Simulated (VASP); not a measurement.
Set up this calculation in VASP 6.6.1, as the native input.

```
Task                   : single point
Functional             : PBE
Potentials or basis    : VASP PAW PBE potentials, release 64 (Ta_pv, N)
Cutoff                 : 520 eV
k mesh                 : 8 × 8 × 8
Occupations            : gaussian, width 0.15 eV
Spin                   : no spin polarisation
Dipole correction      : no
Further INCAR settings : ALGO = Normal; EDIFF = 1e-07; NBANDS = 15
```

The structure of TaN lies in POSCAR:

```
TaN
1.0
    0.0000000000      2.1790000000      2.1790000000
    2.1790000000      0.0000000000      2.1790000000
    2.1790000000      2.1790000000      0.0000000000
Ta N
1 1
Direct
    0.4932826847      0.5083273153      0.4938773153
    0.0264700000      0.9971200000      0.9852200000
```

These files were run (other wordings do the same):

INCAR

```
SYSTEM = TaN
ALGO     = Normal         ! electronic algorithm
EDIFF    = 1E-7           ! SCF threshold, eV
ENCUT    = 520            ! plane-wave cutoff, eV
GGA      = PE             ! functional
ISIF     = 2              ! what is computed and relaxed
ISMEAR   = 0              ! smearing method
LASPH    = .True.         ! aspherical terms in the spheres
LCHARG   = .False.        ! write CHGCAR
LREAL    = .False.        ! projectors in reciprocal space
LWAVE    = .False.        ! write WAVECAR
NBANDS   = 15             ! bands
NELM     = 100            ! most SCF steps
PREC     = Accurate       ! precision mode
SIGMA    = 0.15           ! smearing width, eV
```

KPOINTS

```
k-points
0
Gamma
  8 8 8
  0 0 0
```

Potentials or basis: VASP PAW PBE potentials, release 64 (Ta_pv, N).

Run with:

```console
$ cat potpaw_PBE.64/Ta_pv/POTCAR potpaw_PBE.64/N/POTCAR > POTCAR
$ mpirun -np 1 vasp_std > vasp.out
```

It gave:

| Property | Result |
| --- | --- |
| Pressure | 17.1 GPa |
| Largest force | 0.866 eV/Å |
| Band gap on the k mesh | zero (band 8 reaches 11.87 eV, above the bottom of band 9 at 7.77 eV) |

Caveat: spin-orbit coupling is left out, which moves the levels of the heavy elements.

It took 38 s on 1 thread of Intel(R) Xeon(R) Platinum 8488C (Sapphire Rapids), on a shared host, peak memory 0.21 GiB.
